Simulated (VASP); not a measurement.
Runs of VASP 6.6.1 on LiCl. The structure is that of space group P6_3/mmc (No. 194), or close to it. The cells are those of the table. 

```csv
task,cell,k mesh,cutoff (eV),smearing,gap on the mesh (eV),largest force (eV/Å)
single point,"a = 3.509, b = 3.509, c = 11.649 Å, angles 90.0, 90.0, 120.0°, 8 atoms",6 × 6 × 2,520,gaussian 0.02 eV,(a),0.01
single point,"a = 3.619, b = 3.618, c = 12.032 Å, angles 89.9, 90.2, 120.0°, 8 atoms",6 × 6 × 1,520,gaussian 0.1 eV,6.22,0.01
single point,"a = 3.547, b = 3.547, c = 11.775 Å, angles 90.0, 90.0, 120.0°, 8 atoms",6 × 6 × 2,520,gaussian 0.02 eV,(b),0.01
single point,"a = 3.621, b = 3.621, c = 12.021 Å, angles 90.0, 90.0, 120.0°, 8 atoms",6 × 6 × 1,520,gaussian 0.1 eV,6.23,-
relaxation of shape and atoms at fixed volume,"relaxed from a = 3.470, b = 3.470, c = 11.519 Å, angles 90.0, 90.0, 120.0°, 8 atoms",6 × 6 × 2,600,gaussian 0.02 eV,6.87,0.01
```

Alike in all rows: level PBE; potentials or basis VASP PAW PBE potentials, release 64 (Li_sv, Cl); no spin polarisation.

Task: Fill in the values left out.

Result: (a) 6.79; (b) 6.59.

Caveats: some runs use coarse meshes.

A k mesh can miss the band edges.
